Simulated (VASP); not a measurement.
# Ni3Pt (Pm-3m) in VASP: a series of runs

Runs on Ni3Pt. Level: LDA. Tasks: single point.

Program: VASP 6.6.1. These are calculated values, not measurements. Logs are shortened: lines on timing, memory, paths and dates and some standing lists are left out, and cuts for length are marked.

## Step 1: The cell of the first run

Symmetry: Pm-3m, No. 221, cubic system. The conventional cell has a = 3.473 Å, b = 3.473 Å, c = 3.473 Å, α = 90.00°, β = 90.00°, γ = 90.00°. Ni (site symmetry 4/mmm) has 8 Ni at 2.46 Å and 4 Pt at 2.46 Å within 3.2 Å. Pt (site symmetry m-3m) has 12 Ni at 2.46 Å within 3.2 Å.

## Step 2: Single point, LDA, collinear spin, ferromagnetic start (10.48 Å³/atom)

The input, INCAR:

```
SYSTEM = Ni3Pt
PREC = Accurate
ENCUT = 520
EDIFF = 1E-7
ISMEAR = -1
SIGMA = 0.05
LREAL = .False.
LASPH = .True.
NELM = 150
ALGO = Normal
ISIF = 2
LWAVE = .False.
LCHARG = .False.
ISPIN = 2
MAGMOM = 1.5 1.5 1.5 0.6
LORBIT = 11
LMAXMIX = 4
NBANDS = 32
```

The input, KPOINTS:

```
Automatic mesh
0
Gamma
  9 9 9
  0 0 0
```

The input, POSCAR:

```
Ni3Pt
1.0
    3.4733642582      0.0000000000      0.0000000000
    0.0000000000      3.4733642582      0.0000000000
    0.0000000000      0.0000000000      3.4733642582
Ni Pt
3 1
Direct
    0.5000000000      0.0000000000      0.5000000000
    0.0000000000      0.5000000000      0.5000000000
    0.5000000000      0.5000000000      0.0000000000
    0.0000000000      0.0000000000      0.0000000000
```

Potentials or basis: VASP PAW LDA potentials, release 64 (Ni, Pt).

On the command line:

```
> cat potpaw_LDA.64/Ni/POTCAR potpaw_LDA.64/Pt/POTCAR > POTCAR
> mpirun -np 1 vasp_std > vasp.out
```

OUTCAR:

```text
SYSTEM = Ni3Pt
   PREC = Accurate
   ENCUT = 520
   EDIFF = 1E-7
   ISMEAR = -1
   LREAL = .False.
   LASPH = .True.
   NELM = 150
   ISIF = 2
   ISPIN = 2
   LORBIT = 11

 ion  position               nearest neighbor table
   1  0.500  0.000  0.500-   2 2.46   3 2.46   4 2.46   3 2.46   4 2.46   2 2.46   3 2.46   3 2.46
                             2 2.46   4 2.46   4 2.46   2 2.46
   2  0.000  0.500  0.500-   1 2.46   3 2.46   4 2.46   3 2.46   4 2.46   1 2.46   4 2.46   4 2.46
                             1 2.46   3 2.46   3 2.46   1 2.46
   3  0.500  0.500  0.000-   1 2.46   2 2.46   4 2.46   1 2.46   2 2.46   1 2.46   4 2.46   1 2.46
                             2 2.46   4 2.46   2 2.46   4 2.46
   4  0.000  0.000  0.000-   1 2.46   2 2.46   3 2.46   1 2.46   2 2.46   2 2.46   3 2.46   2 2.46
                             1 2.46   3 2.46   1 2.46   3 2.46

  LATTYP: Found a simple cubic cell.
 ALAT       =     3.4733642582

  Lattice vectors:

 A1 = (   3.4733642582,   0.0000000000,   0.0000000000)
 A2 = (   0.0000000000,   3.4733642582,   0.0000000000)
 A3 = (   0.0000000000,   0.0000000000,   3.4733642582)

Analysis of symmetry for initial positions (statically):
=====================================================================
 Subroutine PRICEL returns:
 Original cell was already a primitive cell.

 Routine SETGRP: Setting up the symmetry group for a
 simple cubic supercell.

 Subroutine GETGRP returns: Found 48 space group operations
 (whereof 48 operations were pure point group operations)
 out of a pool of 48 trial point group operations.

The static configuration has the point symmetry O_h .

Analysis of symmetry for dynamics (positions and initial velocities):
=====================================================================
 Subroutine PRICEL returns:
 Original cell was already a primitive cell.

 Routine SETGRP: Setting up the symmetry group for a
 simple cubic supercell.

 Subroutine GETGRP returns: Found 48 space group operations
 (whereof 48 operations were pure point group operations)
 out of a pool of 48 trial point group operations.

The dynamic configuration has the point symmetry O_h .

Analysis of structural, dynamic, and magnetic symmetry:
=====================================================================
 Subroutine PRICEL returns:
 Original cell was already a primitive cell.

 Routine SETGRP: Setting up the symmetry group for a
 simple cubic supercell.

 Subroutine GETGRP returns: Found 48 space group operations
 (whereof 48 operations were pure point group operations)
 out of a pool of 48 trial point group operations.

The overall configuration has the point symmetry O_h .

 Subroutine INISYM returns: Found 48 space group operations
 (whereof 48 operations are pure point group operations),
 and found     1 'primitive' translations

----------------------------------------------------------------------------------------

                                     Primitive cell

  volume of cell :      41.9036

  direct lattice vectors                    reciprocal lattice vectors
     3.473364258  0.000000000  0.000000000     0.287905306  0.000000000  0.000000000
     0.000000000  3.473364258  0.000000000     0.000000000  0.287905306  0.000000000
     0.000000000  0.000000000  3.473364258     0.000000000  0.000000000  0.287905306

  length of vectors
     3.473364258  3.473364258  3.473364258     0.287905306  0.287905306  0.287905306

  position of ions in fractional coordinates (direct lattice)
     0.500000000  0.000000000  0.500000000
     0.000000000  0.500000000  0.500000000
     0.500000000  0.500000000  0.000000000
     0.000000000  0.000000000  0.000000000

  ion indices of the primitive-cell ions
   primitive index   ion index
                 1           1
                 2           2
                 3           3
                 4           4

----------------------------------------------------------------------------------------

 KPOINTS: Automatic mesh

Automatic generation of k-mesh.
 Grid dimensions read from file:
 generate k-points for:    9    9    9

 Generating k-lattice:

  Cartesian coordinates                     Fractional coordinates (reciprocal lattice)
     0.031989478  0.000000000  0.000000000     0.111111111  0.000000000  0.000000000
     0.000000000  0.031989478  0.000000000     0.000000000  0.111111111  0.000000000
     0.000000000  0.000000000  0.031989478     0.000000000  0.000000000  0.111111111

  Length of vectors
     0.031989478  0.031989478  0.031989478

  Shift w.r.t. Gamma in fractional coordinates (k-lattice)
     0.000000000  0.000000000  0.000000000

 Subroutine IBZKPT returns following result:
 ===========================================

 Found     35 irreducible k-points:

 Following reciprocal coordinates:
            Coordinates               Weight
  0.000000  0.000000  0.000000      1.000000
  0.111111  0.000000  0.000000      6.000000
  0.222222  0.000000  0.000000      6.000000
  0.333333  0.000000  0.000000      6.000000
  0.444444  0.000000  0.000000      6.000000
  0.111111  0.111111  0.000000     12.000000
[... 16 lines left out ...]
  0.333333  0.333333  0.111111     24.000000
  0.444444  0.333333  0.111111     48.000000
 [... further k-points ...]
   k-points           NKPTS =     35   k-points in BZ     NKDIM =     35   number of bands    NBANDS=     32
   number of dos      NEDOS =    301   number of ions     NIONS =      4
   total plane-waves  NPLWV =  21952
   dimension x,y,z NGX =    28 NGY =   28 NGZ =   28
   dimension x,y,z NGXF=    56 NGYF=   56 NGZF=   56
   ions per type =               3   1
   NGX,Y,Z   is equivalent  to a cutoff of  13.40, 13.40, 13.40 a.u.
   NGXF,Y,Z  is equivalent  to a cutoff of  26.80, 26.80, 26.80 a.u.
 SYSTEM =  Ni3Pt
   PREC   = accura    normal or accurate (medium, high low for compatibility)
   ISTART =      0    job   : 0-new  1-cont  2-samecut
   ICHARG =      2    charge: 1-file 2-atom 10-const
   ISPIN  =      2    spin polarized calculation?
   LNONCOLLINEAR =      F non collinear calculations
   LSORBIT =      F    spin-orbit coupling
   LASPH  =      T    aspherical Exc in radial PAW
   ENCUT  =  520.0 eV  38.22 Ry    6.18 a.u.   6.46  6.46  6.46*2*pi/ulx,y,z
   NELM   =    150;   NELMIN=  2; NELMDL= -5     # of ELM steps
   EDIFF  = 0.1E-06   stopping-criterion for ELM
   LREAL  =      F    real-space projection
   EDIFFG = 0.1E-05   stopping-criterion for IOM
   NSW    =      0    number of steps for IOM
   IBRION =     -1    ionic relax: 0-MD 1-quasi-New 2-CG
   NFREE  =      0    steps in history (QN), initial steepest desc. (CG)
   ISIF   =      2    stress and relaxation
   ISYM   =      2    0-nonsym 1-usesym 2-fastsym
   POTIM  = 0.5000    time-step for ionic-motion
   TEBEG  =    0.0;   TEEND  =   0.0 temperature during run
   PSTRESS=    0.0 pullay stress
   NELECT =      40.0000    total number of electrons
   NUPDOWN=      -1.0000    fix difference up-down
   EMIN   =  10.00;   EMAX   =-10.00  energy-range for DOS
   EFERMI =   0.00;   METHOD = LEGACY
   ISMEAR =    -1;   SIGMA  =   0.05  broadening in eV -4-tet -1-fermi 0-gaus
   EFERMI_NEDOS =   21; number of points for ismear=-14 and -15
   IALGO  =     38    algorithm
   IMIX   =      4    mixing-type and parameters
     AMIX     =   0.40;   BMIX     =  1.00
     AMIX_MAG =   1.60;   BMIX_MAG =  1.00
  volume/ion in A,a.u.               =      10.48        70.69
  Fermi-wavevector in a.u.,A,eV,Ry     =   1.611924  3.046094 35.351993  2.598298
  Thomas-Fermi vector in A             =   2.707236
   LORBIT       =     11    0 simple, 1 ext, 2 COOP (PROOUT), +10 PAW based schemes
   GGA     = CA    functional components
   LHFCALC =     F    Hartree Fock is set to
   AEXX    =    0.0000 exact exchange contribution
   IVDW    =     0    specifies the selected vdW correction
   LEPSILON=     F    determine dielectric tensor
   LRPA    =     F    only Hartree local field effects (RPA)
 spin polarized calculation
  energy-cutoff  :      520.00
  volume of cell :       41.90
 maximum number of plane-waves:      1141
 NGX is ok and might be reduce to    28
   NGX = 13   NGY = 13   NGZ = 13

 number of electron      39.9999973 magnetization       1.5516591

 Free energy of the ion-electron system (eV)
  ---------------------------------------------------
  ext. energy  EPLUGINS =         0.00000000
  ---------------------------------------------------
  free energy    TOTEN  =       -27.26945298 eV

  energy without entropy =      -27.21164950  energy(sigma->0) =      -27.24055124

 E-fermi :  11.8768     XC(G=0): -14.4084

 val. band max:       11.8751795034   @ k =   0.3333   0.1111   0.1111
 cond. band min:      11.8770498637   @ k =   0.4444   0.3333   0.0000
 fundamental gap:      0.0018703604
 Fermi energy:        11.8768197677

 spin component 1

 k-point     1 :       0.0000    0.0000    0.0000
  band No.  band energies     occupation
      1       1.3635      1.00000
      2       4.7852      1.00000
      3       4.7852      1.00000
      4       5.9454      1.00000
      5       5.9454      1.00000
      6       5.9454      1.00000
[... 829 lines left out ...]
     31      28.9142      0.00000
     32      29.7942      0.00000

 [... further k-points ...]

 spin component 2

 k-point     1 :       0.0000    0.0000    0.0000
  band No.  band energies     occupation
      1       1.4091      1.00000
      2       4.9266      1.00000
      3       4.9266      1.00000
      4       6.1758      1.00000
      5       6.1758      1.00000
      6       6.1758      1.00000
[... 829 lines left out ...]
     31      29.0214      0.00000
     32      29.8989      0.00000

 [... further k-points ...]

------------------------ aborting loop because EDIFF is reached ----------------------------------------

  FORCE on cell =-STRESS in cart. coord.  units (eV):
  Direction    XX          YY          ZZ          XY          YZ          ZX
  --------------------------------------------------------------------------------------
  -------------------------------------------------------------------------------------
  Total        6.3109021      6.3109021      6.3109021      0.0000000     -0.0000000      0.0000000
  in kB      241.2965044    241.2965044    241.2965044      0.0000000     -0.0000000      0.0000000
  external PRESSURE =     241.2965044 kB  Pullay stress =       0.0000000 kB

 VOLUME and BASIS-vectors are now :
 -----------------------------------------------------------------------------
  energy-cutoff  :      520.00
  volume of cell :       41.90
      direct lattice vectors                 reciprocal lattice vectors
     3.473364258  0.000000000  0.000000000     0.287905306  0.000000000  0.000000000
     0.000000000  3.473364258  0.000000000     0.000000000  0.287905306  0.000000000
     0.000000000  0.000000000  3.473364258     0.000000000  0.000000000  0.287905306

 POSITION                                       TOTAL-FORCE (eV/Angst)
 -----------------------------------------------------------------------------------
      1.73668      0.00000      1.73668         0.000000      0.000000      0.000000
      0.00000      1.73668      1.73668         0.000000      0.000000      0.000000
      1.73668      1.73668      0.00000         0.000000      0.000000      0.000000
      0.00000      0.00000      0.00000         0.000000      0.000000      0.000000
 -----------------------------------------------------------------------------------
    total drift:                                0.000000      0.000000      0.000000

  FREE ENERGIE OF THE ION-ELECTRON SYSTEM (eV)
  ---------------------------------------------------
  free  energy   TOTEN  =       -27.2694529849 eV

  energy  without entropy=      -27.2116495013  energy(sigma->0) =      -27.24055124

 total charge

# of ion       s       p       d       tot
------------------------------------------
    1        0.531   0.620   8.426   9.578
    2        0.531   0.620   8.426   9.578
    3        0.531   0.620   8.426   9.578
    4        0.820   0.834   8.156   9.810
--------------------------------------------------
tot          2.413   2.695  33.436  38.543

 magnetization (x)

# of ion       s       p       d       tot
------------------------------------------
    1       -0.002  -0.008   0.449   0.440
    2       -0.002  -0.008   0.449   0.440
    3       -0.002  -0.008   0.449   0.440
    4       -0.003  -0.014   0.236   0.219
--------------------------------------------------
tot         -0.008  -0.038   1.584   1.539
```

Wall time 89 s (1 thread of Intel Xeon Platinum 8488C (Sapphire Rapids), shared host); peak memory 0.19 GiB.

What came out:

```yaml
Free_energy: -27.2695 eV
Pressure: 24.1 GPa
Net_moment: 1.55 μB per cell
Site_moments: Ni +0.44; Pt +0.22 μB
Valence_electrons_inside_the_program's_atomic_spheres: Ni 9.58; Pt 9.81
```

Levels at points of the mesh, in eV from the Fermi level:
Spin up:
| k point | band 18 | band 19 | band 20 | band 21 | band 22 | band 23 | band 24 | band 25 |
| --- | --- | --- | --- | --- | --- | --- | --- | --- |
| (0.00, 0.00, 0.00) | -0.04 | 0.44 | 0.44 | 0.44 | 2.26 | 2.26 | 2.26 | 9.54 |
Spin down:
```tsv
k point	band 17	band 18	band 19	band 20	band 21	band 22
(0.00, 0.00, 0.00)	0.33	0.33	0.82	0.82	0.82	2.31
```

Caveat: the cell stands under pressure; spin-orbit coupling is left out, which moves the levels of the heavy elements.

## Step 3: Single point, LDA, collinear spin, ferromagnetic start (10.48 Å³/atom)

The input, INCAR:

```
  ALGO = Normal
  EDIFF = 1E-7
  ENCUT = 520
  GGA = CA
  ISIF = 2
  ISMEAR = -1
  ISPIN = 2
  LASPH = T
  LCHARG = F
  LMAXMIX = 4
  LORBIT = 11
  LREAL = F
  LWAVE = F
  MAGMOM = 1.5 1.5 1.5 0.6
  NBANDS = 32
  NELM = 150
  PREC = Accurate
  SIGMA = 0.05
```

The input, KPOINTS:

```
k-points
0
Gamma
  9 9 9
```

POSCAR is that of step 2.

Potentials or basis: VASP PAW LDA potentials, release 64 (Ni, Pt).

On the command line:

```
> cat potpaw_LDA.64/Ni/POTCAR potpaw_LDA.64/Pt/POTCAR > POTCAR
> mpirun -np 1 vasp_std > vasp.out
```

OUTCAR:

```text
EDIFF = 1E-7
   ENCUT = 520
   GGA = CA
   ISIF = 2
   ISMEAR = -1
   ISPIN = 2
   LASPH = T
   LORBIT = 11
   LREAL = F
   NELM = 150
   PREC = Accurate

 ion  position               nearest neighbor table
   1  0.500  0.000  0.500-   2 2.46   3 2.46   4 2.46   3 2.46   4 2.46   2 2.46   3 2.46   3 2.46
                             2 2.46   4 2.46   4 2.46   2 2.46
   2  0.000  0.500  0.500-   1 2.46   3 2.46   4 2.46   3 2.46   4 2.46   1 2.46   4 2.46   4 2.46
                             1 2.46   3 2.46   3 2.46   1 2.46
   3  0.500  0.500  0.000-   1 2.46   2 2.46   4 2.46   1 2.46   2 2.46   1 2.46   4 2.46   1 2.46
                             2 2.46   4 2.46   2 2.46   4 2.46
   4  0.000  0.000  0.000-   1 2.46   2 2.46   3 2.46   1 2.46   2 2.46   2 2.46   3 2.46   2 2.46
                             1 2.46   3 2.46   1 2.46   3 2.46

  LATTYP: Found a simple cubic cell.
 ALAT       =     3.4733642582

  Lattice vectors:

 A1 = (   3.4733642582,   0.0000000000,   0.0000000000)
 A2 = (   0.0000000000,   3.4733642582,   0.0000000000)
 A3 = (   0.0000000000,   0.0000000000,   3.4733642582)

Analysis of symmetry for initial positions (statically):
=====================================================================
 Subroutine PRICEL returns:
 Original cell was already a primitive cell.

 Routine SETGRP: Setting up the symmetry group for a
 simple cubic supercell.

 Subroutine GETGRP returns: Found 48 space group operations
 (whereof 48 operations were pure point group operations)
 out of a pool of 48 trial point group operations.

The static configuration has the point symmetry O_h .

Analysis of symmetry for dynamics (positions and initial velocities):
=====================================================================
 Subroutine PRICEL returns:
 Original cell was already a primitive cell.

 Routine SETGRP: Setting up the symmetry group for a
[... 169 lines left out ...]

  energy without entropy =      -27.21164950  energy(sigma->0) =      -27.24055124

 E-fermi :  11.8768     XC(G=0): -14.4084

 val. band max:       11.8751795034   @ k =   0.3333   0.1111   0.1111
 cond. band min:      11.8770498637   @ k =   0.4444   0.3333   0.0000
 fundamental gap:      0.0018703604
 Fermi energy:        11.8768197677

 spin component 1

 k-point     1 :       0.0000    0.0000    0.0000
  band No.  band energies     occupation
      1       1.3635      1.00000
      2       4.7852      1.00000
      3       4.7852      1.00000
      4       5.9454      1.00000
      5       5.9454      1.00000
      6       5.9454      1.00000
[... 829 lines left out ...]
     31      28.9142      0.00000
     32      29.7942      0.00000

 [... further k-points ...]

 spin component 2

 k-point     1 :       0.0000    0.0000    0.0000
  band No.  band energies     occupation
      1       1.4091      1.00000
      2       4.9266      1.00000
      3       4.9266      1.00000
      4       6.1758      1.00000
      5       6.1758      1.00000
      6       6.1758      1.00000
[... 829 lines left out ...]
     31      29.0214      0.00000
     32      29.8989      0.00000

 [... further k-points ...]

------------------------ aborting loop because EDIFF is reached ----------------------------------------

  FORCE on cell =-STRESS in cart. coord.  units (eV):
  Direction    XX          YY          ZZ          XY          YZ          ZX
  --------------------------------------------------------------------------------------
  -------------------------------------------------------------------------------------
  Total        6.3109021      6.3109021      6.3109021      0.0000000     -0.0000000      0.0000000
  in kB      241.2965044    241.2965044    241.2965044      0.0000000     -0.0000000      0.0000000
  external PRESSURE =     241.2965044 kB  Pullay stress =       0.0000000 kB

 VOLUME and BASIS-vectors are now :
 -----------------------------------------------------------------------------
  energy-cutoff  :      520.00
  volume of cell :       41.90
      direct lattice vectors                 reciprocal lattice vectors
     3.473364258  0.000000000  0.000000000     0.287905306  0.000000000  0.000000000
     0.000000000  3.473364258  0.000000000     0.000000000  0.287905306  0.000000000
     0.000000000  0.000000000  3.473364258     0.000000000  0.000000000  0.287905306

 POSITION                                       TOTAL-FORCE (eV/Angst)
 -----------------------------------------------------------------------------------
      1.73668      0.00000      1.73668         0.000000      0.000000      0.000000
      0.00000      1.73668      1.73668         0.000000      0.000000      0.000000
      1.73668      1.73668      0.00000         0.000000      0.000000      0.000000
      0.00000      0.00000      0.00000         0.000000      0.000000      0.000000
 -----------------------------------------------------------------------------------
    total drift:                                0.000000      0.000000      0.000000

  FREE ENERGIE OF THE ION-ELECTRON SYSTEM (eV)
  ---------------------------------------------------
  free  energy   TOTEN  =       -27.2694529849 eV

  energy  without entropy=      -27.2116495013  energy(sigma->0) =      -27.24055124

 total charge

# of ion       s       p       d       tot
------------------------------------------
    1        0.531   0.620   8.426   9.578
    2        0.531   0.620   8.426   9.578
    3        0.531   0.620   8.426   9.578
    4        0.820   0.834   8.156   9.810
--------------------------------------------------
tot          2.413   2.695  33.436  38.543

 magnetization (x)

# of ion       s       p       d       tot
------------------------------------------
    1       -0.002  -0.008   0.449   0.440
    2       -0.002  -0.008   0.449   0.440
    3       -0.002  -0.008   0.449   0.440
    4       -0.003  -0.014   0.236   0.219
--------------------------------------------------
tot         -0.008  -0.038   1.584   1.539
```

Run time: 89 s. Hardware: 1 thread of Intel Xeon Platinum 8488C (Sapphire Rapids), shared host; peak memory 0.19 GiB.

Results:

```
Free energy                                           : -27.2695 eV
Pressure                                              : 24.1 GPa
Net moment                                            : 1.55 μB per cell
Site moments                                          : Ni +0.44; Pt +0.22 μB
Valence electrons inside the program's atomic spheres : Ni 9.58; Pt 9.81
```

Caveat: the cell stands under pressure; spin-orbit coupling is left out, which moves the levels of the heavy elements.
